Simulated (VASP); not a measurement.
# Al (Pm-3m) in VASP: a series of runs

Runs on Al. Level: PBE. Tasks: single point.

Program: VASP 6.6.1. These are calculated values, not measurements. Logs are shortened: lines on timing, memory, paths and dates and some standing lists are left out, and cuts for length are marked.

**1. The cell of the first run**

The structure is cubic, space group Pm-3m (No. 221). Conventional cell: a = 2.758 Å, b = 2.758 Å, c = 2.758 Å, α = 90.00°, β = 90.00°, γ = 90.00°. Within 3.6 Å of Al (site symmetry m-3m) lie 6 Al at 2.76 Å.

This isn't the form of Al at room conditions, which is fcc.

**2. Single point, PBE**

The input, INCAR:

```
SYSTEM = Al
PREC = Accurate
ENCUT = 500
EDIFF = 1E-6
ISMEAR = -1
SIGMA = 0.06122561905347299
LREAL = .FALSE.
LASPH = .TRUE.
NELM = 120
ALGO = Normal
ISIF = 2
LWAVE = .FALSE.
LCHARG = .FALSE.
GGA = PE
NBANDS = 8
GGA_COMPAT = .FALSE.
```

The input, KPOINTS:

```
regular mesh
0
G
  40 40 40
  0 0 0
```

The input, POSCAR:

```
Al
1.0
    2.7579451905      0.0000000000      0.0000000000
    0.0000000000      2.7579451905      0.0000000000
    0.0000000000      0.0000000000      2.7579451905
Al
1
Direct
    0.0000000000      0.0000000000      0.0000000000
```

Potentials or basis: VASP PAW PBE potentials, release 64 (Al).

Launch:

```
$ cat potpaw_PBE.64/Al/POTCAR > POTCAR
$ mpirun -np 1 vasp_std > vasp.out
```

OUTCAR:

```text
SYSTEM = Al
   PREC = Accurate
   ENCUT = 500
   EDIFF = 1E-6
   ISMEAR = -1
   LREAL = .FALSE.
   LASPH = .TRUE.
   NELM = 120
   ISIF = 2
   GGA = PE

 ion  position               nearest neighbor table
   1  0.000  0.000  0.000-

  LATTYP: Found a simple cubic cell.
 ALAT       =     2.7579451905

  Lattice vectors:

 A1 = (   2.7579451905,   0.0000000000,   0.0000000000)
 A2 = (   0.0000000000,   2.7579451905,   0.0000000000)
 A3 = (   0.0000000000,   0.0000000000,   2.7579451905)

Analysis of symmetry for initial positions (statically):
=====================================================================
 Subroutine PRICEL returns:
 Original cell was already a primitive cell.

 Routine SETGRP: Setting up the symmetry group for a
 simple cubic supercell.

 Subroutine GETGRP returns: Found 48 space group operations
 (whereof 48 operations were pure point group operations)
 out of a pool of 48 trial point group operations.

The static configuration has the point symmetry O_h .

Analysis of symmetry for dynamics (positions and initial velocities):
=====================================================================
 Subroutine PRICEL returns:
 Original cell was already a primitive cell.

 Routine SETGRP: Setting up the symmetry group for a
 simple cubic supercell.

 Subroutine GETGRP returns: Found 48 space group operations
 (whereof 48 operations were pure point group operations)
 out of a pool of 48 trial point group operations.

The dynamic configuration has the point symmetry O_h .

 Subroutine INISYM returns: Found 48 space group operations
 (whereof 48 operations are pure point group operations),
 and found     1 'primitive' translations

----------------------------------------------------------------------------------------

                                     Primitive cell

  volume of cell :      20.9777

  direct lattice vectors                    reciprocal lattice vectors
     2.757945191  0.000000000  0.000000000     0.362588787  0.000000000  0.000000000
     0.000000000  2.757945191  0.000000000     0.000000000  0.362588787  0.000000000
     0.000000000  0.000000000  2.757945191     0.000000000  0.000000000  0.362588787

  length of vectors
     2.757945191  2.757945191  2.757945191     0.362588787  0.362588787  0.362588787

  position of ions in fractional coordinates (direct lattice)
     0.000000000  0.000000000  0.000000000

  ion indices of the primitive-cell ions
   primitive index   ion index
                 1           1

----------------------------------------------------------------------------------------

 KPOINTS: regular mesh

Automatic generation of k-mesh.
 Grid dimensions read from file:
 generate k-points for:   40   40   40

 Generating k-lattice:

  Cartesian coordinates                     Fractional coordinates (reciprocal lattice)
     0.009064720  0.000000000  0.000000000     0.025000000  0.000000000  0.000000000
     0.000000000  0.009064720  0.000000000     0.000000000  0.025000000  0.000000000
     0.000000000  0.000000000  0.009064720     0.000000000  0.000000000  0.025000000

  Length of vectors
     0.009064720  0.009064720  0.009064720

  Shift w.r.t. Gamma in fractional coordinates (k-lattice)
     0.000000000  0.000000000  0.000000000

 Subroutine IBZKPT returns following result:
 ===========================================

 Found   1771 irreducible k-points:

 Following reciprocal coordinates:
            Coordinates               Weight
  0.000000  0.000000  0.000000      1.000000
  0.025000  0.000000  0.000000      6.000000
  0.050000  0.000000  0.000000      6.000000
  0.075000  0.000000  0.000000      6.000000
  0.100000  0.000000  0.000000      6.000000
  0.125000  0.000000  0.000000      6.000000
[... 16 lines left out ...]
  0.050000  0.025000  0.000000     24.000000
  0.075000  0.025000  0.000000     24.000000
 [... further k-points ...]
   k-points           NKPTS =   1771   k-points in BZ     NKDIM =   1771   number of bands    NBANDS=      8
   number of dos      NEDOS =    301   number of ions     NIONS =      1
   total plane-waves  NPLWV =   8000
   dimension x,y,z NGX =    20 NGY =   20 NGZ =   20
   dimension x,y,z NGXF=    40 NGYF=   40 NGZF=   40
   ions per type =               1
   NGX,Y,Z   is equivalent  to a cutoff of  12.06, 12.06, 12.06 a.u.
   NGXF,Y,Z  is equivalent  to a cutoff of  24.11, 24.11, 24.11 a.u.
 SYSTEM =  Al
   PREC   = accura    normal or accurate (medium, high low for compatibility)
   ISTART =      0    job   : 0-new  1-cont  2-samecut
   ICHARG =      2    charge: 1-file 2-atom 10-const
   ISPIN  =      1    spin polarized calculation?
   LNONCOLLINEAR =      F non collinear calculations
   LSORBIT =      F    spin-orbit coupling
   LASPH  =      T    aspherical Exc in radial PAW
   ENCUT  =  500.0 eV  36.75 Ry    6.06 a.u.   5.03  5.03  5.03*2*pi/ulx,y,z
   NELM   =    120;   NELMIN=  2; NELMDL= -5     # of ELM steps
   EDIFF  = 0.1E-05   stopping-criterion for ELM
   LREAL  =      F    real-space projection
   EDIFFG = 0.1E-04   stopping-criterion for IOM
   NSW    =      0    number of steps for IOM
   IBRION =     -1    ionic relax: 0-MD 1-quasi-New 2-CG
   NFREE  =      0    steps in history (QN), initial steepest desc. (CG)
   ISIF   =      2    stress and relaxation
   ISYM   =      2    0-nonsym 1-usesym 2-fastsym
   POTIM  = 0.5000    time-step for ionic-motion
   TEBEG  =    0.0;   TEEND  =   0.0 temperature during run
   PSTRESS=    0.0 pullay stress
   NELECT =       3.0000    total number of electrons
   NUPDOWN=      -1.0000    fix difference up-down
   EMIN   =  10.00;   EMAX   =-10.00  energy-range for DOS
   EFERMI =   0.00;   METHOD = LEGACY
   ISMEAR =    -1;   SIGMA  =   0.06  broadening in eV -4-tet -1-fermi 0-gaus
   EFERMI_NEDOS =   21; number of points for ismear=-14 and -15
   IALGO  =     38    algorithm
   IMIX   =      4    mixing-type and parameters
     AMIX     =   0.40;   BMIX     =  1.00
     AMIX_MAG =   1.60;   BMIX_MAG =  1.00
  volume/ion in A,a.u.               =      20.98       141.56
  Fermi-wavevector in a.u.,A,eV,Ry     =   0.856110  1.617813  9.972043  0.732924
  Thomas-Fermi vector in A             =   1.972962
   LORBIT       =      0    0 simple, 1 ext, 2 COOP (PROOUT), +10 PAW based schemes
   GGA     = PE    functional components
   LHFCALC =     F    Hartree Fock is set to
   AEXX    =    0.0000 exact exchange contribution
   IVDW    =     0    specifies the selected vdW correction
   LEPSILON=     F    determine dielectric tensor
   LRPA    =     F    only Hartree local field effects (RPA)
 non-spin polarized calculation
  energy-cutoff  :      500.00
  volume of cell :       20.98
 maximum number of plane-waves:       554
   NGX = 11   NGY = 11   NGZ = 11

 number of electron       3.0000000 magnetization

 Free energy of the ion-electron system (eV)
  ---------------------------------------------------
  ext. energy  EPLUGINS =         0.00000000
  ---------------------------------------------------
  free energy    TOTEN  =        -3.37201174 eV

  energy without entropy =       -3.36541844  energy(sigma->0) =       -3.36871509

 E-fermi :   5.3001     XC(G=0):  -9.2849

 val. band max:        5.2973325921   @ k =   0.3250   0.2000   0.0250
 cond. band min:       5.3010715957   @ k =   0.5000   0.4750   0.0000
 fundamental gap:      0.0037390035
 Fermi energy:         5.3001297591

 k-point     1 :       0.0000    0.0000    0.0000
  band No.  band energies     occupation
      1      -4.0099      2.00000
      2      13.2084      0.00000
      3      13.2084      0.00000
      4      14.1470      0.00000
      5      14.1470      0.00000
      6      14.1470      0.00000
      7      20.2061      0.00000
      8      28.6994      0.00000

 k-point     2 :       0.0250    0.0000    0.0000
  band No.  band energies     occupation
      1      -3.9979      2.00000
      2      12.8175      0.00000
      3      13.2185      0.00000
      4      14.1571      0.00000
      5      14.1571      0.00000
      6      14.5145      0.00000
      7      20.2565      0.00000
      8      28.6014      0.00000

 k-point     3 :       0.0500    0.0000    0.0000
  band No.  band energies     occupation
      1      -3.9619      2.00000
      2      12.1508      0.00000
      3      13.2488      0.00000
      4      14.1876      0.00000
      5      14.1876      0.00000
      6      15.1096      0.00000
      7      20.4093      0.00000
      8      28.2745      0.00000

 k-point     4 :       0.0750    0.0000    0.0000
  band No.  band energies     occupation
      1      -3.9019      2.00000
      2      11.4373      0.00000
      3      13.2990      0.00000
      4      14.2382      0.00000
      5      14.2382      0.00000
      6      15.6985      0.00000
      7      20.6679      0.00000
      8      27.8183      0.00000

 k-point     5 :       0.1000    0.0000    0.0000
  band No.  band energies     occupation
      1      -3.8180      2.00000
      2      10.7122      0.00000
      3      13.3690      0.00000
      4      14.3091      0.00000
      5      14.3091      0.00000
      6      16.2423      0.00000
      7      21.0345      0.00000
      8      27.2763      0.00000

 k-point     6 :       0.1250    0.0000    0.0000
  band No.  band energies     occupation
      1      -3.7103      2.00000
      2       9.9871      0.00000
      3      13.4583      0.00000
      4      14.4002      0.00000
      5      14.4002      0.00000
      6      16.7304      0.00000
      7      21.5058      0.00000
      8      26.6860      0.00000

 k-point     7 :       0.1500    0.0000    0.0000
  band No.  band energies     occupation
      1      -3.5787      2.00000
      2       9.2677      0.00000
      3      13.5664      0.00000
      4      14.5114      0.00000
      5      14.5114      0.00000
      6      17.1642      0.00000
      7      22.0702      0.00000
      8      26.0720      0.00000

 k-point     8 :       0.1750    0.0000    0.0000
  band No.  band energies     occupation
      1      -3.4235      2.00000
      2       8.5579      0.00000
      3      13.6923      0.00000
      4      14.6426      0.00000
      5      14.6426      0.00000
      6      17.5528      0.00000
      7      22.7083      0.00000
      8      25.4495      0.00000

 k-point     9 :       0.2000    0.0000    0.0000
  band No.  band energies     occupation
      1      -3.2449      2.00000
      2       7.8603      0.00000
      3      13.8353      0.00000
      4      14.7937      0.00000
      5      14.7937      0.00000
      6      17.9086      0.00000
      7      23.3941      0.00000
      8      24.8283      0.00000

 k-point    10 :       0.2250    0.0000    0.0000
  band No.  band energies     occupation
      1      -3.0429      2.00000
      2       7.1768      0.00000
      3      13.9938      0.00000
      4      14.9645      0.00000
      5      14.9645      0.00000
      6      18.2433      0.00000
      7      24.0946      0.00000
      8      24.2147      0.00000
[... 78 lines left out ...]
 k-point    18 :       0.4250    0.0000    0.0000
  band No.  band energies     occupation
      1      -0.6537      2.00000
      2       2.4000      2.00000
      3      15.4625      0.00000
      4      16.9402      0.00000
      5      16.9402      0.00000
      6      19.9914      0.00000
      7      19.9914      0.00000
      8      20.7569      0.00000

 k-point    19 :       0.4500    0.0000    0.0000
  band No.  band energies     occupation
      1      -0.2953      2.00000
      2       1.9336      2.00000
      3      15.5830      0.00000
      4      17.2057      0.00000
      5      17.2057      0.00000
      6      19.6231      0.00000
      7      19.6231      0.00000
      8      21.0018      0.00000

 k-point    20 :       0.4750    0.0000    0.0000
  band No.  band energies     occupation
      1       0.0202      2.00000
      2       1.5533      2.00000
      3      15.6602      0.00000
      4      17.4136      0.00000
      5      17.4136      0.00000
      6      19.3535      0.00000
      7      19.3535      0.00000
      8      21.1731      0.00000

 k-point    21 :       0.5000    0.0000    0.0000
  band No.  band energies     occupation
      1       0.1683      2.00000
      2       1.3836      2.00000
      3      15.6868      0.00000
      4      17.4972      0.00000
      5      17.4972      0.00000
      6      19.2492      0.00000
      7      19.2492      0.00000
      8      21.2358      0.00000

 k-point    22 :       0.0250    0.0250    0.0000
  band No.  band energies     occupation
      1      -3.9859      2.00000
      2      12.6966      0.00000
      3      12.9911      0.00000
      4      14.1673      0.00000
      5      14.3164      0.00000
      6      14.7017      0.00000
      7      20.3057      0.00000
      8      28.5705      0.00000

 k-point    23 :       0.0500    0.0250    0.0000
  band No.  band energies     occupation
      1      -3.9499      2.00000
      2      12.1254      0.00000
      3      12.9462      0.00000
      4      14.1977      0.00000
      5      14.4005      0.00000
      6      15.2258      0.00000
      7      20.4549      0.00000
      8      28.2424      0.00000

 k-point    24 :       0.0750    0.0250    0.0000
  band No.  band energies     occupation
      1      -3.8899      2.00000
      2      11.4307      0.00000
      3      12.9866      0.00000
      4      14.2484      0.00000
      5      14.4621      0.00000
      6      15.7998      0.00000
      7      20.7081      0.00000
      8      27.6754      0.00000

 [... further k-points ...]

------------------------ aborting loop because EDIFF is reached ----------------------------------------

  FORCE on cell =-STRESS in cart. coord.  units (eV):
  Direction    XX          YY          ZZ          XY          YZ          ZX
  --------------------------------------------------------------------------------------
  -------------------------------------------------------------------------------------
  Total       -0.2730154     -0.2730154     -0.2730154     -0.0000000     -0.0000000      0.0000000
  in kB      -20.8516671    -20.8516671    -20.8516671     -0.0000000     -0.0000000      0.0000000
  external PRESSURE =     -20.8516671 kB  Pullay stress =       0.0000000 kB

 VOLUME and BASIS-vectors are now :
 -----------------------------------------------------------------------------
  energy-cutoff  :      500.00
  volume of cell :       20.98
      direct lattice vectors                 reciprocal lattice vectors
     2.757945191  0.000000000  0.000000000     0.362588787  0.000000000  0.000000000
     0.000000000  2.757945191  0.000000000     0.000000000  0.362588787  0.000000000
     0.000000000  0.000000000  2.757945191     0.000000000  0.000000000  0.362588787

 POSITION                                       TOTAL-FORCE (eV/Angst)
 -----------------------------------------------------------------------------------
      0.00000      0.00000      0.00000         0.000000      0.000000      0.000000
 -----------------------------------------------------------------------------------
    total drift:                               -0.000000      0.000000      0.000000

  FREE ENERGIE OF THE ION-ELECTRON SYSTEM (eV)
  ---------------------------------------------------
  free  energy   TOTEN  =        -3.3720117388 eV

  energy  without entropy=       -3.3654184393  energy(sigma->0) =       -3.36871509
```

It took 2.4 min on 1 thread of Intel Xeon 8259CL, shared host; peak memory 0.32 GiB.

What came out:

- Free energy: -3.3720 eV
- Pressure: -2.1 GPa
- Band gap on the k mesh: zero (an odd number of electrons rules out a gap without spin polarisation)

Levels at points of the mesh, in eV from the Fermi level:
| k point | band 1 | band 2 | band 3 | band 4 | band 5 | band 6 | band 7 |
| --- | --- | --- | --- | --- | --- | --- | --- |
| (0.00, 0.00, 0.00) | -9.31 | 7.91 | 7.91 | 8.85 | 8.85 | 8.85 | 14.91 |
| (0.50, 0.00, 0.00) | -5.13 | -3.92 | 10.39 | 12.20 | 12.20 | 13.95 | 13.95 |
| (0.50, 0.50, 0.00) | -0.51 | -0.51 | -0.42 | 2.30 | 15.56 | 16.46 | 16.46 |
| (0.50, 0.50, 0.50) | 2.76 | 2.76 | 2.76 | 5.58 | 5.58 | 5.58 | 6.34 |

[end of part 1 of 2]
